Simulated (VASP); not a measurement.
A run of VASP 6.6.1 is set up as follows.

The input INCAR:

```
SYSTEM = Ni
PREC = Accurate
ENCUT = 600
EDIFF = 1E-6
ISMEAR = 1
SIGMA = 0.2
LREAL = .False.
LASPH = .True.
NELM = 200
ALGO = Normal
ISIF = 2
LWAVE = .False.
LCHARG = .False.
ISPIN = 2
MAGMOM = 1.5
LORBIT = 11
LMAXMIX = 4
GGA = CA
NBANDS = 15
GGA_COMPAT = .False.
```

KPOINTS

```
regular mesh
0
Gamma
  14 14 14
  0 0 0
```

POSCAR

```
Ni
1.0
   -1.3434959805      1.3434959805      1.3434959805
    1.3434959805     -1.3434959805      1.3434959805
    1.3434959805      1.3434959805     -1.3434959805
Ni
1
Direct
    0.0000000000      0.0000000000      0.0000000000
```

Potentials or basis: VASP PAW LDA potentials, release 64 (Ni).

Command:

```console
$ cat potpaw_LDA.64/Ni/POTCAR > POTCAR
$ mpirun -np 1 vasp_std > vasp.out
```

(1) Predict the net moment.

(2) Estimate the pressure.

(3) Predict the site moments.

Answers

(1) 0.28 μB per cell.

(2) 9.7 GPa.

(3) Ni +0.28 μB.

Caveat: the cell stands under pressure.
